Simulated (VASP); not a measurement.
# TiAl3 (I4mm) in VASP: further runs

Runs on TiAl3. Level: PBEsol. Tasks: single point.

Program: VASP 6.6.1. These are calculated values, not measurements. Logs are shortened: lines on timing, memory, paths and dates and some standing lists are left out, and cuts for length are marked.

## (1) The cell of the first run

It takes space group I4mm (No. 107, tetragonal). The conventional cell has a = 3.816 Å, b = 3.816 Å, c = 8.554 Å, α = 90.00°, β = 90.00°, γ = 90.00°. Within 3.6 Å of Ti (site symmetry 4mm) lie 12 Al at 2.70 to 2.92 Å. Within 3.6 Å of Al (site symmetry 4mm) lie 4 Ti at 2.70 Å and 8 Al at 2.78 to 2.96 Å. Within 3.6 Å of Al (site symmetry 2mm) lie 8 Al at 2.70 to 2.96 Å and 4 Ti at 2.82 to 2.92 Å.

## (2) Single point, PBEsol (atoms displaced along a vibrational mode)

Input file INCAR:

```
SYSTEM = TiAl3
PREC = Accurate
ENCUT = 520
EDIFF = 1E-7
ISMEAR = 0
SIGMA = 0.15
LREAL = .FALSE.
LASPH = .TRUE.
NELM = 100
ALGO = Fast
ISIF = 2
LWAVE = .FALSE.
LCHARG = .FALSE.
GGA = PS
NBANDS = 18
```

Input file KPOINTS:

```
regular mesh
0
G
  18 18 18
  0 0 0
```

Input file POSCAR:

```
TiAl3
1.0
   -1.9077740735      1.9077740735      4.2769968080
    1.9077740735     -1.9077740735      4.2769968080
    1.9077740735      1.9077740735     -4.2769968080
Ti Al
1 3
Direct
    0.0077943936      0.0077943936      0.0000000000
    0.4859714649      0.4859714649      0.0000000000
    0.7501003876      0.2501003876      0.5000000000
    0.2501003876      0.7501003876      0.5000000000
```

Potentials or basis: VASP PAW PBE potentials, release 64 (Ti_sv, Al).

The run is started by

```bash
> cat potpaw_PBE.64/Ti_sv/POTCAR potpaw_PBE.64/Al/POTCAR > POTCAR
> mpirun -np 1 vasp_std > vasp.out
```

OUTCAR:

```text
SYSTEM = TiAl3
   PREC = Accurate
   ENCUT = 520
   EDIFF = 1E-7
   ISMEAR = 0
   LREAL = .FALSE.
   LASPH = .TRUE.
   NELM = 100
   ISIF = 2
   GGA = PS

 ion  position               nearest neighbor table
   1  0.008  0.008  0.000-   2 2.70   2 2.70   2 2.70   2 2.70   3 2.82   4 2.82   4 2.82   3 2.82
                             3 2.92   4 2.92   4 2.92   3 2.92
   2  0.486  0.486  0.000-   1 2.70   1 2.70   1 2.70   1 2.70   4 2.78   3 2.78   4 2.78   3 2.78
                             3 2.96   4 2.96   3 2.96   4 2.96
   3  0.750  0.250  0.500-   4 2.70   4 2.70   4 2.70   4 2.70   2 2.78   2 2.78   1 2.82   1 2.82
                             1 2.92   1 2.92   2 2.96   2 2.96
   4  0.250  0.750  0.500-   3 2.70   3 2.70   3 2.70   3 2.70   2 2.78   2 2.78   1 2.82   1 2.82
                             1 2.92   1 2.92   2 2.96   2 2.96

  LATTYP: Found a body centered tetragonal cell.
 ALAT       =     3.8155481470
 C/A-ratio  =     2.2418780438

  Lattice vectors:

 A1 = (  -1.9077740735,   1.9077740735,   4.2769968080)
 A2 = (   1.9077740735,  -1.9077740735,   4.2769968080)
 A3 = (   1.9077740735,   1.9077740735,  -4.2769968080)

Analysis of symmetry for initial positions (statically):
=====================================================================
 Subroutine PRICEL returns:
 Original cell was already a primitive cell.

 Routine SETGRP: Setting up the symmetry group for a
 body centered tetragonal supercell.

 Subroutine GETGRP returns: Found  8 space group operations
 (whereof  8 operations were pure point group operations)
 out of a pool of 16 trial point group operations.

The static configuration has the point symmetry C_4v.

Analysis of symmetry for dynamics (positions and initial velocities):
=====================================================================
 Subroutine PRICEL returns:
 Original cell was already a primitive cell.

 Routine SETGRP: Setting up the symmetry group for a
 body centered tetragonal supercell.

 Subroutine GETGRP returns: Found  8 space group operations
 (whereof  8 operations were pure point group operations)
 out of a pool of 16 trial point group operations.

The dynamic configuration has the point symmetry C_4v.

 Subroutine INISYM returns: Found  8 space group operations
 (whereof  8 operations are pure point group operations),
 and found     1 'primitive' translations

----------------------------------------------------------------------------------------

                                     Primitive cell

  volume of cell :      62.2663

  direct lattice vectors                    reciprocal lattice vectors
    -1.907774073  1.907774073  4.276996808     0.000000000  0.262085541  0.116904459
     1.907774073 -1.907774073  4.276996808     0.262085541  0.000000000  0.116904459
     1.907774073  1.907774073 -4.276996808     0.262085541  0.262085541  0.000000000

  length of vectors
     5.056867165  5.056867165  5.056867165     0.286976451  0.286976451  0.370644926

  position of ions in fractional coordinates (direct lattice)
     0.007794394  0.007794394  0.000000000
     0.485971465  0.485971465  0.000000000
     0.750100388  0.250100388  0.500000000
     0.250100388  0.750100388  0.500000000

  ion indices of the primitive-cell ions
   primitive index   ion index
                 1           1
                 2           2
                 3           3
                 4           4

----------------------------------------------------------------------------------------

 KPOINTS: regular mesh

Automatic generation of k-mesh.
 Grid dimensions read from file:
 generate k-points for:   18   18   18

 Generating k-lattice:

  Cartesian coordinates                     Fractional coordinates (reciprocal lattice)
     0.000000000  0.014560308  0.006494692     0.055555556  0.000000000  0.000000000
     0.014560308  0.000000000  0.006494692     0.000000000  0.055555556  0.000000000
     0.014560308  0.014560308  0.000000000     0.000000000  0.000000000  0.055555556

  Length of vectors
     0.015943136  0.015943136  0.020591385

  Shift w.r.t. Gamma in fractional coordinates (k-lattice)
     0.000000000  0.000000000  0.000000000

 Subroutine IBZKPT returns following result:
 ===========================================

 Found    480 irreducible k-points:

 Following reciprocal coordinates:
            Coordinates               Weight
  0.000000  0.000000  0.000000      1.000000
  0.055556  0.000000  0.000000      8.000000
  0.111111  0.000000  0.000000      8.000000
  0.166667  0.000000  0.000000      8.000000
  0.222222 -0.000000  0.000000      8.000000
  0.277778  0.000000  0.000000      8.000000
[... 16 lines left out ...]
 -0.277778  0.055556 -0.000000     16.000000
 -0.222222  0.055556 -0.000000     16.000000
 [... further k-points ...]
   k-points           NKPTS =    480   k-points in BZ     NKDIM =    480   number of bands    NBANDS=     18
   number of dos      NEDOS =    301   number of ions     NIONS =      4
   total plane-waves  NPLWV =  64000
   dimension x,y,z NGX =    40 NGY =   40 NGZ =   40
   dimension x,y,z NGXF=    80 NGYF=   80 NGZF=   80
   ions per type =               1   3
   NGX,Y,Z   is equivalent  to a cutoff of  13.15, 13.15, 13.15 a.u.
   NGXF,Y,Z  is equivalent  to a cutoff of  26.30, 26.30, 26.30 a.u.
 SYSTEM =  TiAl3
   PREC   = accura    normal or accurate (medium, high low for compatibility)
   ISTART =      0    job   : 0-new  1-cont  2-samecut
   ICHARG =      2    charge: 1-file 2-atom 10-const
   ISPIN  =      1    spin polarized calculation?
   LNONCOLLINEAR =      F non collinear calculations
   LSORBIT =      F    spin-orbit coupling
   LASPH  =      T    aspherical Exc in radial PAW
   ENCUT  =  520.0 eV  38.22 Ry    6.18 a.u.   9.40  9.40  9.40*2*pi/ulx,y,z
   NELM   =    100;   NELMIN=  2; NELMDL= -5     # of ELM steps
   EDIFF  = 0.1E-06   stopping-criterion for ELM
   LREAL  =      F    real-space projection
   EDIFFG = 0.1E-05   stopping-criterion for IOM
   NSW    =      0    number of steps for IOM
   IBRION =     -1    ionic relax: 0-MD 1-quasi-New 2-CG
   NFREE  =      0    steps in history (QN), initial steepest desc. (CG)
   ISIF   =      2    stress and relaxation
   ISYM   =      2    0-nonsym 1-usesym 2-fastsym
   POTIM  = 0.5000    time-step for ionic-motion
   TEBEG  =    0.0;   TEEND  =   0.0 temperature during run
   PSTRESS=    0.0 pullay stress
   NELECT =      21.0000    total number of electrons
   NUPDOWN=      -1.0000    fix difference up-down
   EMIN   =  10.00;   EMAX   =-10.00  energy-range for DOS
   EFERMI =   0.00;   METHOD = LEGACY
   ISMEAR =     0;   SIGMA  =   0.15  broadening in eV -4-tet -1-fermi 0-gaus
   EFERMI_NEDOS =   21; number of points for ismear=-14 and -15
   IALGO  =     68    algorithm
   IMIX   =      4    mixing-type and parameters
     AMIX     =   0.40;   BMIX     =  1.00
     AMIX_MAG =   1.60;   BMIX_MAG =  1.00
  volume/ion in A,a.u.               =      15.57       105.05
  Fermi-wavevector in a.u.,A,eV,Ry     =   1.139542  2.153422 17.667926  1.298556
  Thomas-Fermi vector in A             =   2.276245
   LORBIT       =      0    0 simple, 1 ext, 2 COOP (PROOUT), +10 PAW based schemes
   GGA     = PS    functional components
   LHFCALC =     F    Hartree Fock is set to
   AEXX    =    0.0000 exact exchange contribution
   IVDW    =     0    specifies the selected vdW correction
   LEPSILON=     F    determine dielectric tensor
   LRPA    =     F    only Hartree local field effects (RPA)
 non-spin polarized calculation
 RMM-DIIS sequential band-by-band and
 Gauss-broadening in eV      SIGMA  =   0.15
  energy-cutoff  :      520.00
  volume of cell :       62.27
 maximum number of plane-waves:      1696
 NGX is ok and might be reduce to    40
   NGX = 19   NGY = 19   NGZ = 19

 number of electron      21.0000001 magnetization

 Free energy of the ion-electron system (eV)
  ---------------------------------------------------
  ext. energy  EPLUGINS =         0.00000000
  ---------------------------------------------------
  free energy    TOTEN  =       -22.19149166 eV

  energy without entropy =      -22.17213576  energy(sigma->0) =      -22.18181371

 E-fermi :   8.3296     XC(G=0): -10.8939

 val. band max:        8.3257356683   @ k =  -0.2222   0.5000   0.0556
 cond. band min:       8.3299840392   @ k =  -0.2778  -0.3889   0.2222
 fundamental gap:      0.0042483710
 Fermi energy:         8.3296491780

 k-point     1 :       0.0000    0.0000    0.0000
  band No.  band energies     occupation
      1     -47.8649      2.00000
      2     -24.2850      2.00000
      3     -24.2850      2.00000
      4     -24.2089      2.00000
      5      -1.8201      2.00000
      6       5.4310      2.00000
[... 10 lines left out ...]
     17      12.1719      0.00000
     18      12.1740      0.00000

 k-point     2 :       0.0556    0.0000    0.0000
  band No.  band energies     occupation
      1     -47.8648      2.00000
      2     -24.2859      2.00000
      3     -24.2850      2.00000
      4     -24.2089      2.00000
      5      -1.7813      2.00000
      6       5.2260      2.00000
[... 10 lines left out ...]
     17      12.1831      0.00000
     18      12.4114      0.00000

 k-point     3 :       0.1111    0.0000    0.0000
  band No.  band energies     occupation
      1     -47.8647      2.00000
      2     -24.2885      2.00000
      3     -24.2848      2.00000
      4     -24.2088      2.00000
      5      -1.6654      2.00000
      6       4.9334      2.00000
[... 10 lines left out ...]
     17      12.2298      0.00000
     18      12.9792      0.00000

 k-point     4 :       0.1667    0.0000    0.0000
  band No.  band energies     occupation
      1     -47.8645      2.00000
      2     -24.2924      2.00000
      3     -24.2845      2.00000
      4     -24.2086      2.00000
      5      -1.4734      2.00000
      6       4.6277      2.00000
[... 375 lines left out ...]
      4     -24.2077      2.00000
      5      -0.4978      2.00000
      6       3.2578      2.00000
[... 10 lines left out ...]
     17      13.1705      0.00000
     18      13.4786      0.00000

 k-point    23 :      -0.2778    0.0556   -0.0000
  band No.  band energies     occupation
      1     -47.8640      2.00000
      2     -24.3021      2.00000
      3     -24.2847      2.00000
      4     -24.2079      2.00000
      5      -0.8925      2.00000
      6       3.9076      2.00000
[... 10 lines left out ...]
     17      12.7055      0.00000
     18      13.5355      0.00000

 k-point    24 :      -0.2222    0.0556   -0.0000
  band No.  band energies     occupation
      1     -47.8643      2.00000
      2     -24.2971      2.00000
      3     -24.2851      2.00000
      4     -24.2082      2.00000
      5      -1.2186      2.00000
      6       4.4791      2.00000
[... 10 lines left out ...]
     17      12.6370      0.00000
     18      13.8174      0.00000

 [... further k-points ...]

------------------------ aborting loop because EDIFF is reached ----------------------------------------

  FORCE on cell =-STRESS in cart. coord.  units (eV):
  Direction    XX          YY          ZZ          XY          YZ          ZX
  --------------------------------------------------------------------------------------
  -------------------------------------------------------------------------------------
  Total        0.1660216      0.1660216      0.1431347      0.0000000      0.0000000      0.0000000
  in kB        4.2719125      4.2719125      3.6830086      0.0000000      0.0000000      0.0000000
  external PRESSURE =       4.0756112 kB  Pullay stress =       0.0000000 kB

 VOLUME and BASIS-vectors are now :
 -----------------------------------------------------------------------------
  energy-cutoff  :      520.00
  volume of cell :       62.27
      direct lattice vectors                 reciprocal lattice vectors
    -1.907774073  1.907774073  4.276996808     0.000000000  0.262085541  0.116904459
     1.907774073 -1.907774073  4.276996808     0.262085541  0.000000000  0.116904459
     1.907774073  1.907774073 -4.276996808     0.262085541  0.262085541  0.000000000

 POSITION                                       TOTAL-FORCE (eV/Angst)
 -----------------------------------------------------------------------------------
      0.00000      0.00000      0.06667        -0.000000     -0.000000     -0.487214
      0.00000      0.00000      4.15700         0.000000      0.000000      0.503715
     -0.00000      1.90777      2.13936        -0.000000     -0.000000     -0.008251
      1.90777     -0.00000      2.13936        -0.000000     -0.000000     -0.008251
 -----------------------------------------------------------------------------------
    total drift:                               -0.000000     -0.000000     -0.000325

  FREE ENERGIE OF THE ION-ELECTRON SYSTEM (eV)
  ---------------------------------------------------
  free  energy   TOTEN  =       -22.1914916554 eV

  energy  without entropy=      -22.1721357616  energy(sigma->0) =      -22.18181371
```

It took 38 min on 1 thread of Intel Xeon Platinum 8375C at 2.90GHz (Ice Lake), shared host; peak memory 0.65 GiB.

What came out:

| Item | Value |
| --- | --- |
| Free energy | -22.1915 eV |
| Pressure | 0.4 GPa |
| Largest force | 0.504 eV/Å |
| Band gap on the k mesh | zero (an odd number of electrons rules out a gap without spin polarisation) |

Forces on the atoms (eV/Å):
```
Ti   0.000  0.000 -0.487
Al   0.000  0.000  0.504
Al   0.000  0.000 -0.008
Al   0.000  0.000 -0.008
```

Caveat: the cell differs from its parent crystal (atoms displaced along a vibrational mode); the PAW data sets were made with another functional, which shifts forces and pressure a little.

## (3) Single point, PBEsol (atoms displaced along a vibrational mode)

Input file INCAR:

```
SYSTEM = TiAl3
  ALGO = Fast
  EDIFF = 1E-6
  ENCUT = 520
  GGA = PS
  ISIF = 2
  ISMEAR = 0
  LASPH = .TRUE.
  LCHARG = .TRUE.
  LELF = .TRUE.
  LREAL = .FALSE.
  LVHAR = .TRUE.
  LWAVE = .FALSE.
  NBANDS = 18
  NELM = 80
  PREC = Accurate
  SIGMA = 0.15
```

Input file KPOINTS:

```
k-points
0
G
  18 18 18
  0 0 0
```

Input file POSCAR:

```
TiAl3
1.0
   -1.9077740735      1.9077740735      4.2769968080
    1.9077740735     -1.9077740735      4.2769968080
    1.9077740735      1.9077740735     -4.2769968080
Ti Al
1 3
Direct
   -0.0058457952     -0.0058457952      0.0000000000
    0.5105214014      0.5105214014      0.0000000000
    0.7499247093      0.2499247093      0.5000000000
    0.2499247093      0.7499247093      0.5000000000
```

Potentials or basis: VASP PAW PBE potentials, release 64 (Ti_sv, Al).

The run is started by

```bash
> cat potpaw_PBE.64/Ti_sv/POTCAR potpaw_PBE.64/Al/POTCAR > POTCAR
> mpirun -np 1 vasp_std > vasp.out
```

Run time: 27 min. Hardware: 1 thread of Intel Xeon Platinum 8375C at 2.90GHz (Ice Lake), shared host; peak memory 0.64 GiB.

Results (log left out):

```
Free energy            : -22.2118 eV
Pressure               : 0.3 GPa
Largest force          : 0.375 eV/Å
Band gap on the k mesh : zero (an odd number of electrons rules out a gap without spin polarisation)
```

Forces in eV/Å, atoms in the order of the input:
```
Ti   0.000  0.000  0.365
Al   0.000  0.000 -0.375
Al   0.000  0.000  0.005
Al   0.000  0.000  0.005
```

Stress tensor (GPa, compression positive):
```
0.28 0.00 0.00
0.00 0.28 0.00
0.00 0.00 0.19
```

Levels at points of the mesh, in eV from the Fermi level:
| k point | band 7 | band 8 | band 9 | band 10 | band 11 | band 12 | band 13 | band 14 | band 15 | band 16 |
| --- | --- | --- | --- | --- | --- | --- | --- | --- | --- | --- |
| (0.00, 0.00, 0.00) | -2.61 | -1.43 | -1.25 | -1.25 | 0.86 | 1.79 | 1.79 | 2.21 | 2.49 | 3.84 |
| (0.50, 0.00, 0.00) | -3.62 | -2.95 | -1.05 | -0.27 | 0.50 | 1.82 | 2.09 | 2.72 | 3.19 | 4.53 |
| (0.50, 0.50, 0.00) | -4.41 | -3.78 | -2.68 | -2.21 | -1.00 | 1.79 | 1.96 | 2.67 | 2.93 | 3.23 |
| (0.50, 0.50, 0.50) | -2.02 | -0.92 | -0.92 | -0.26 | 0.70 | 0.70 | 0.98 | 3.07 | 4.79 | 6.19 |

Caveat: the cell differs from its parent crystal (atoms displaced along a vibrational mode); the PAW data sets were made with another functional, which shifts forces and pressure a little.
